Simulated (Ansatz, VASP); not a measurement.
## Two plane-wave programs on CaS

The input INCAR:

```
SYSTEM = CaS
PREC = Accurate
ENCUT = 500
EDIFF = 1E-6
ISMEAR = 0
SIGMA = 0.1
LREAL = .False.
LASPH = .True.
NELM = 120
ALGO = Normal
ISIF = 2
LWAVE = .False.
LCHARG = .False.
NBANDS = 15
GGA_COMPAT = .False.
```

Contents of KPOINTS:

```
regular mesh
0
Gamma
  4 4 4
  0 0 0
```

The input POSCAR:

```
CaS
1.0
    0.0000000000      2.8523742917      2.8523742917
    2.8523742917      0.0000000000      2.8523742917
    2.8523742917      2.8523742917      0.0000000000
Ca S
1 1
Direct
    0.0000000000      0.0000000000      0.0000000000
    0.5000000000      0.5000000000      0.5000000000
```

Input for Ansatz:

```yaml
crystal:
  lattice:
    - [0.0, 2.8523742917, 2.8523742917]
    - [2.8523742917, 0.0, 2.8523742917]
    - [2.8523742917, 2.8523742917, 0.0]
  atoms:
    - { symbol: Ca, position: [0.0, 0.0, 0.0] }
    - { symbol: S, position: [0.5, 0.5, 0.5] }
basis:
  ecutwfc: 420
kpoints:
  mp_grid: { grid: [4, 4, 4] }
hamiltonian:
  xc: lda
scf:
  occupations: { method: gaussian, width: 0.1 }
output:
  forces: true
  stress: true
  eigenvalues: true
```

Alike in both runs: task single point; functional LDA; k mesh 4 × 4 × 4; occupations gaussian, width 0.1 eV; no spin polarisation.

|  | VASP | Ansatz |
| --- | --- | --- |
| version | VASP 6.6.1 | Ansatz 0.2.0 |
| potentials or method | VASP PAW LDA potentials, release 64 (Ca_sv, S), cutoff 500 eV | scalar-relativistic, plane waves, PAW |
| valence electrons in the cell | 16 | 16 |

Ansatz gave:

| Property | Result |
| --- | --- |
| gap on the k mesh at the Fermi level (eV) | 2.15 |
| least direct gap on the mesh (eV) | 2.97 |
| pressure (GPa) | -4.2 |

Task: Which values does VASP return?

Result: gap on the k mesh at the Fermi level (eV): 2.14; least direct gap on the mesh (eV): 2.96; pressure (GPa): -4.0.

LDA's correlation is that of Perdew and Zunger in VASP and of Perdew and Wang (1992) in Ansatz.

The k mesh is coarse, so the values compare programs but aren't converged.
